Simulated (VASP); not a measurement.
**H2CS3: single point with PBE+D3(BJ)**

The system is H2CS3.

```
S H C
1.0
     9.15771    0.00000    0.00000
     0.00000    9.15771    0.00000
     0.00000    0.00000    9.15771
S H C
18 12 6
Direct
  0.28104 0.36730 0.62078
  0.07328 0.10146 0.43821
  0.87412 0.48691 0.18560
  0.92835 0.31531 0.79050
  0.54111 0.29923 0.91249
  0.41462 0.91222 0.66485
  0.52547 0.75431 0.05989
  0.76279 0.71839 0.81806
  0.70662 0.19996 0.48459
  0.45318 0.10050 0.27805
  0.23775 0.73708 0.30502
  0.29002 0.42318 0.18139
  0.76566 0.82376 0.39360
  0.57738 0.55365 0.48246
  0.89449 0.00658 0.06642
  0.21461 0.06895 0.96665
  0.18793 0.66813 0.91281
  0.05553 0.72535 0.60341
  0.23498 0.42119 0.49089
  0.34476 0.25186 0.55404
  0.02518 0.02093 0.32305
  0.08561 0.22216 0.35382
  0.92542 0.61582 0.13326
  0.92437 0.41371 0.06650
  0.98487 0.44033 0.73482
  0.80422 0.38291 0.83699
  0.48682 0.43556 0.89504
  0.55582 0.28149 0.76581
  0.31527 0.98853 0.58575
  0.52725 0.99299 0.61205
  0.64284 0.73599 0.93787
  0.58024 0.15139 0.37993
  0.26325 0.58004 0.24355
  0.67174 0.68761 0.43709
  0.05546 0.03766 0.01764
  0.12204 0.69782 0.75851
```

* Program: VASP 6.6.1
* Task: single point
* Functional: PBE
* Dispersion: D3(BJ)
* Potentials or basis: VASP PAW PBE potentials, release 64 (S, H, C)
* Cutoff: 520 eV
* k mesh: 1 × 1 × 1
* Occupations: fermi-dirac, width 0.05 eV
* Spin: no spin polarisation
* Dipole correction: no
* Further INCAR settings: LREAL = Auto; ALGO = Normal; EDIFF = 1e-07; NBANDS = 96

```
Pressure                   : -0.5 GPa
Largest force              : 0.506 eV/Å
Band gap on the k mesh     : 2.51 eV
Dispersion energy per atom : -0.118 eV
```

Forces on the atoms (eV/Å):
```
S   -0.001 -0.018 -0.153
S   -0.038 -0.005 -0.148
S    0.088  0.105 -0.142
S   -0.024  0.297 -0.011
S   -0.003  0.085 -0.207
S    0.088  0.196 -0.099
S    0.213 -0.020 -0.216
S   -0.251  0.041  0.237
S   -0.206 -0.110 -0.219
S    0.206  0.081  0.193
S    0.024 -0.348 -0.151
S   -0.078  0.474  0.160
S   -0.184 -0.225  0.110
S    0.167  0.304 -0.082
S    0.242  0.054 -0.101
S   -0.252 -0.047  0.072
S   -0.137  0.045 -0.397
S    0.178 -0.039  0.309
H    0.044 -0.036  0.128
H   -0.054  0.060  0.046
H    0.050  0.101  0.102
H   -0.020 -0.065  0.042
H   -0.064 -0.209  0.076
H   -0.033  0.051  0.068
H   -0.120 -0.196  0.061
H    0.121 -0.117 -0.071
H    0.041 -0.090  0.015
H   -0.034 -0.013  0.187
H    0.073 -0.062  0.038
H   -0.123 -0.136  0.070
C    0.028 -0.036 -0.017
C    0.027 -0.013 -0.010
C    0.020 -0.125  0.015
C    0.014 -0.017 -0.016
C   -0.007  0.023  0.001
C    0.002  0.009  0.110
```

Stress tensor (GPa, compression positive):
```
-0.30 -0.04 -0.10
-0.04 -0.66 -0.04
-0.10 -0.04 -0.39
```

Levels at points of the mesh, in eV from the valence-band top:
```
           k point  band 70  band 71  band 72  band 73  band 74  band 75
(0.00, 0.00, 0.00)    -0.20    -0.12     0.00     2.51     2.79     2.84
```

Run time: 2.1 min on 1 thread of Oxide Virtual Turin-like Processor, with other jobs on the host, peak memory 0.6 GiB.

Caveat: the k points lie up to 0.69 Å⁻¹ apart.
